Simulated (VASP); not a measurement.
# W (Im-3m) in VASP: notebook

The runs below take W through single point, relaxation of cell and atoms, with PBEsol+D4, PBEsol.

Program: VASP 6.6.1. These are calculated values, not measurements. Logs are shortened: lines on timing, memory, paths and dates and some standing lists are left out, and cuts for length are marked.

## 1. The cell of the first run

It takes space group Im-3m (No. 229, cubic). Conventional cell: a = 3.142 Å, b = 3.142 Å, c = 3.142 Å, α = 90.00°, β = 90.00°, γ = 90.00°. Within 3.6 Å of W (site symmetry m-3m) lie 14 W at 2.72 to 3.14 Å.

## 2. Single point, PBEsol+D4

File INCAR:

```
SYSTEM = W
PREC = Accurate ; ENCUT = 520
EDIFF = 1E-6 ; ISMEAR = -1
SIGMA = 0.05 ; LREAL = .False.
LASPH = .True. ; NELM = 80
ALGO = Normal ; ISIF = 2
LWAVE = .False. ; LCHARG = .False.
GGA = PS ; IVDW = 13
NBANDS = 13
```

File KPOINTS:

```
Automatic mesh
0
Gamma
  12 12 12
  0 0 0
```

File POSCAR:

```
W
1.0
   -1.5707734084      1.5707734084      1.5707734084
    1.5707734084     -1.5707734084      1.5707734084
    1.5707734084      1.5707734084     -1.5707734084
W
1
Direct
    0.0000000000      0.0000000000      0.0000000000
```

Potentials or basis: VASP PAW PBE potentials, release 64 (W_sv).

Run with:

```
$ cat potpaw_PBE.64/W_sv/POTCAR > POTCAR
$ mpirun -np 1 vasp_std > vasp.out
```

OUTCAR:

```text
SYSTEM = W
   PREC = Accurate
   ENCUT = 520
   EDIFF = 1E-6
   ISMEAR = -1
   LREAL = .False.
   LASPH = .True.
   NELM = 80
   ISIF = 2
   GGA = PS
   IVDW = 13

 ion  position               nearest neighbor table
   1  0.000  0.000  0.000-

  LATTYP: Found a body centered cubic cell.
 ALAT       =     3.1415468168

  Lattice vectors:

 A1 = (  -1.5707734084,   1.5707734084,   1.5707734084)
 A2 = (   1.5707734084,  -1.5707734084,   1.5707734084)
 A3 = (   1.5707734084,   1.5707734084,  -1.5707734084)

Analysis of symmetry for initial positions (statically):
=====================================================================
 Subroutine PRICEL returns:
 Original cell was already a primitive cell.

 Routine SETGRP: Setting up the symmetry group for a
 body centered cubic supercell.

 Subroutine GETGRP returns: Found 48 space group operations
 (whereof 48 operations were pure point group operations)
 out of a pool of 48 trial point group operations.

The static configuration has the point symmetry O_h .

Analysis of symmetry for dynamics (positions and initial velocities):
=====================================================================
 Subroutine PRICEL returns:
 Original cell was already a primitive cell.

 Routine SETGRP: Setting up the symmetry group for a
 body centered cubic supercell.

 Subroutine GETGRP returns: Found 48 space group operations
 (whereof 48 operations were pure point group operations)
 out of a pool of 48 trial point group operations.

The dynamic configuration has the point symmetry O_h .

 Subroutine INISYM returns: Found 48 space group operations
 (whereof 48 operations are pure point group operations),
 and found     1 'primitive' translations

----------------------------------------------------------------------------------------

                                     Primitive cell

  volume of cell :      15.5025

  direct lattice vectors                    reciprocal lattice vectors
    -1.570773408  1.570773408  1.570773408     0.000000000  0.318314530  0.318314530
     1.570773408 -1.570773408  1.570773408     0.318314530  0.000000000  0.318314530
     1.570773408  1.570773408 -1.570773408     0.318314530  0.318314530  0.000000000

  length of vectors
     2.720659351  2.720659351  2.720659351     0.450164726  0.450164726  0.450164726

  position of ions in fractional coordinates (direct lattice)
     0.000000000  0.000000000  0.000000000

  ion indices of the primitive-cell ions
   primitive index   ion index
                 1           1

----------------------------------------------------------------------------------------

 KPOINTS: Automatic mesh

Automatic generation of k-mesh.
 Grid dimensions read from file:
 generate k-points for:   12   12   12

 Generating k-lattice:

  Cartesian coordinates                     Fractional coordinates (reciprocal lattice)
     0.000000000  0.026526211  0.026526211     0.083333333  0.000000000  0.000000000
     0.026526211  0.000000000  0.026526211     0.000000000  0.083333333  0.000000000
     0.026526211  0.026526211  0.000000000     0.000000000  0.000000000  0.083333333

  Length of vectors
     0.037513727  0.037513727  0.037513727

  Shift w.r.t. Gamma in fractional coordinates (k-lattice)
     0.000000000  0.000000000  0.000000000

 Subroutine IBZKPT returns following result:
 ===========================================

 Found     72 irreducible k-points:

 Following reciprocal coordinates:
            Coordinates               Weight
  0.000000  0.000000  0.000000      1.000000
  0.083333  0.000000  0.000000     12.000000
  0.166667  0.000000  0.000000     12.000000
  0.250000  0.000000  0.000000     12.000000
  0.333333  0.000000  0.000000     12.000000
  0.416667  0.000000  0.000000     12.000000
[... 16 lines left out ...]
  0.333333  0.083333  0.083333     24.000000
  0.416667  0.083333  0.083333     12.000000
 [... further k-points ...]
   k-points           NKPTS =     72   k-points in BZ     NKDIM =     72   number of bands    NBANDS=     13
   number of dos      NEDOS =    301   number of ions     NIONS =      1
   total plane-waves  NPLWV =   8000
   dimension x,y,z NGX =    20 NGY =   20 NGZ =   20
   dimension x,y,z NGXF=    40 NGYF=   40 NGZF=   40
   ions per type =               1
   NGX,Y,Z   is equivalent  to a cutoff of  12.22, 12.22, 12.22 a.u.
   NGXF,Y,Z  is equivalent  to a cutoff of  24.44, 24.44, 24.44 a.u.
 SYSTEM =  W
   PREC   = accura    normal or accurate (medium, high low for compatibility)
   ISTART =      0    job   : 0-new  1-cont  2-samecut
   ICHARG =      2    charge: 1-file 2-atom 10-const
   ISPIN  =      1    spin polarized calculation?
   LNONCOLLINEAR =      F non collinear calculations
   LSORBIT =      F    spin-orbit coupling
   LASPH  =      T    aspherical Exc in radial PAW
   ENCUT  =  520.0 eV  38.22 Ry    6.18 a.u.   5.06  5.06  5.06*2*pi/ulx,y,z
   NELM   =     80;   NELMIN=  2; NELMDL= -5     # of ELM steps
   EDIFF  = 0.1E-05   stopping-criterion for ELM
   LREAL  =      F    real-space projection
   EDIFFG = 0.1E-04   stopping-criterion for IOM
   NSW    =      0    number of steps for IOM
   IBRION =     -1    ionic relax: 0-MD 1-quasi-New 2-CG
   NFREE  =      0    steps in history (QN), initial steepest desc. (CG)
   ISIF   =      2    stress and relaxation
   ISYM   =      2    0-nonsym 1-usesym 2-fastsym
   POTIM  = 0.5000    time-step for ionic-motion
   TEBEG  =    0.0;   TEEND  =   0.0 temperature during run
   PSTRESS=    0.0 pullay stress
   NELECT =      14.0000    total number of electrons
   NUPDOWN=      -1.0000    fix difference up-down
   EMIN   =  10.00;   EMAX   =-10.00  energy-range for DOS
   EFERMI =   0.00;   METHOD = LEGACY
   ISMEAR =    -1;   SIGMA  =   0.05  broadening in eV -4-tet -1-fermi 0-gaus
   EFERMI_NEDOS =   21; number of points for ismear=-14 and -15
   IALGO  =     38    algorithm
   IMIX   =      4    mixing-type and parameters
     AMIX     =   0.40;   BMIX     =  1.00
     AMIX_MAG =   1.60;   BMIX_MAG =  1.00
  volume/ion in A,a.u.               =      15.50       104.62
  Fermi-wavevector in a.u.,A,eV,Ry     =   1.582404  2.990310 34.069011  2.504002
  Thomas-Fermi vector in A             =   2.682332
   LORBIT       =      0    0 simple, 1 ext, 2 COOP (PROOUT), +10 PAW based schemes
   GGA     = PS    functional components
   LHFCALC =     F    Hartree Fock is set to
   AEXX    =    0.0000 exact exchange contribution
   IVDW    =    13    specifies the selected vdW correction
   LEPSILON=     F    determine dielectric tensor
   LRPA    =     F    only Hartree local field effects (RPA)
 non-spin polarized calculation
  energy-cutoff  :      520.00
  volume of cell :       15.50
 maximum number of plane-waves:       430
   NGX = 11   NGY = 11   NGZ = 11

 number of electron      14.0000005 magnetization

 Free energy of the ion-electron system (eV)
  ---------------------------------------------------
  ext. energy  EPLUGINS =         0.00000000
  ---------------------------------------------------
  free energy    TOTEN  =       -13.80338186 eV

  energy without entropy =      -13.79819803  energy(sigma->0) =      -13.80078995

 E-fermi :  11.5335     XC(G=0): -13.8873

 val. band max:       11.5252745709   @ k =   0.4167   0.0833   0.0000
 cond. band min:      11.5652956973   @ k =  -0.1667   0.1667   0.1667
 fundamental gap:      0.0400211264
 Fermi energy:        11.5334500517

 k-point     1 :       0.0000    0.0000    0.0000
  band No.  band energies     occupation
      1     -62.5157      2.00000
      2     -26.0391      2.00000
      3     -26.0391      2.00000
      4     -26.0391      2.00000
      5       1.8231      2.00000
      6      10.3284      2.00000
      7      10.3284      2.00000
      8      10.3284      2.00000
      9      13.8886      0.00000
     10      13.8886      0.00000
     11      26.1907      0.00000
     12      26.1907      0.00000
     13      26.1907      0.00000

 k-point     2 :       0.0833    0.0000    0.0000
  band No.  band energies     occupation
      1     -62.5057      2.00000
      2     -26.1403      2.00000
      3     -26.0705      2.00000
      4     -26.0397      2.00000
      5       2.1666      2.00000
      6      10.1202      2.00000
      7      10.2740      2.00000
      8      10.6629      2.00000
      9      13.5741      0.00000
     10      13.8916      0.00000
     11      26.4791      0.00000
     12      26.7740      0.00000
     13      27.0259      0.00000

 k-point     3 :       0.1667    0.0000    0.0000
  band No.  band energies     occupation
      1     -62.4787      2.00000
      2     -26.4103      2.00000
      3     -26.1553      2.00000
      4     -26.0413      2.00000
      5       3.1018      2.00000
      6       9.5979      2.00000
      7      10.0098      2.00000
      8      11.6411      0.20825
      9      13.1679      0.00000
     10      13.9357      0.00000
     11      26.9784      0.00000
     12      28.4131      0.00000
     13      28.6721      0.00000

 k-point     4 :       0.2500    0.0000    0.0000
  band No.  band energies     occupation
      1     -62.4415      2.00000
      2     -26.7649      2.00000
      3     -26.2692      2.00000
      4     -26.0435      2.00000
      5       4.2871      2.00000
      6       8.9703      2.00000
      7       9.6933      2.00000
      8      13.1825      0.00000
      9      13.2554      0.00000
     10      14.0852      0.00000
     11      26.5039      0.00000
     12      28.4552      0.00000
     13      30.8691      0.00000

 k-point     5 :       0.3333    0.0000    0.0000
  band No.  band energies     occupation
      1     -62.4042      2.00000
      2     -27.1047      2.00000
      3     -26.3808      2.00000
      4     -26.0458      2.00000
      5       5.0673      2.00000
      6       8.4159      2.00000
      7      10.1219      2.00000
      8      13.6491      0.00000
      9      14.3576      0.00000
     10      15.1160      0.00000
     11      25.0024      0.00000
     12      26.1581      0.00000
     13      33.1828      0.00000
[... 257 lines left out ...]
 k-point    22 :       0.2500    0.0833    0.0833
  band No.  band energies     occupation
      1     -62.3974      2.00000
      2     -27.1133      2.00000
      3     -26.3912      2.00000
      4     -26.1319      2.00000
      5       5.7601      2.00000
      6       8.2797      2.00000
      7       9.2723      2.00000
      8      13.7940      0.00000
      9      14.4343      0.00000
     10      16.5413      0.00000
     11      25.6627      0.00000
     12      25.7018      0.00000
     13      29.6934      0.00000

 k-point    23 :       0.3333    0.0833    0.0833
  band No.  band energies     occupation
      1     -62.3731      2.00000
      2     -27.2811      2.00000
      3     -26.5104      2.00000
      4     -26.1392      2.00000
      5       5.8954      2.00000
      6       7.9827      2.00000
      7      10.5512      2.00000
      8      14.0348      0.00000
      9      14.7287      0.00000
     10      18.4255      0.00000
     11      22.9786      0.00000
     12      24.4020      0.00000
     13      28.5175      0.00000

 k-point    24 :       0.4167    0.0833    0.0833
  band No.  band energies     occupation
      1     -62.3642      2.00000
      2     -27.3403      2.00000
      3     -26.5551      2.00000
      4     -26.1420      2.00000
      5       5.8507      2.00000
      6       7.8820      2.00000
      7      11.3891      1.89449
      8      14.0567      0.00000
      9      14.8494      0.00000
     10      19.2721      0.00000
     11      21.8221      0.00000
     12      23.9167      0.00000
     13      27.9968      0.00000

 [... further k-points ...]

------------------------ aborting loop because EDIFF is reached ----------------------------------------

  DFT-D4 for vdW energy calculation

  Edisp (eV):   -0.42922

  FORCE on cell =-STRESS in cart. coord.  units (eV):
  Direction    XX          YY          ZZ          XY          YZ          ZX
  --------------------------------------------------------------------------------------
  -------------------------------------------------------------------------------------
  Total       0.07045     0.07045     0.07045     0.00000     0.00000    -0.00000
  in kB       7.28064     7.28064     7.28064     0.00000     0.00000    -0.00000
  external pressure =        7.28 kB  Pullay stress =        0.00 kB

 VOLUME and BASIS-vectors are now :
 -----------------------------------------------------------------------------
  energy-cutoff  :      520.00
  volume of cell :       15.50
      direct lattice vectors                 reciprocal lattice vectors
    -1.570773408  1.570773408  1.570773408     0.000000000  0.318314530  0.318314530
     1.570773408 -1.570773408  1.570773408     0.318314530  0.000000000  0.318314530
     1.570773408  1.570773408 -1.570773408     0.318314530  0.318314530  0.000000000

 POSITION                                       TOTAL-FORCE (eV/Angst)
 -----------------------------------------------------------------------------------
      0.00000      0.00000      0.00000         0.000000     -0.000000     -0.000000
 -----------------------------------------------------------------------------------
    total drift:                                0.000000     -0.000000      0.000000

  FREE ENERGIE OF THE ION-ELECTRON SYSTEM (eV)
  ---------------------------------------------------
  free  energy   TOTEN  =       -14.2326045315 eV

  energy  without entropy=      -14.2274207007  energy(sigma->0) =      -14.23001262
```

Run time: 7.6 s. Hardware: 1 thread of Intel Xeon Platinum 8375C at 2.90GHz (Ice Lake), shared host; peak memory 0.13 GiB.

Results:

```yaml
Free_energy: -14.2326 eV
Pressure: 0.7 GPa
Band_gap_on_the_k_mesh: zero (band 7 reaches 16.94 eV, above the bottom of band 8 at 10.33 eV)
Dispersion_energy_per_atom: -0.429 eV
```

Caveat: the PAW data sets were made with another functional, which shifts forces and pressure a little; spin-orbit coupling is left out, which moves the levels of the heavy elements; pairwise dispersion overbinds metals, which lowers pressure and volume.

(Continued in part 2 of 2.)
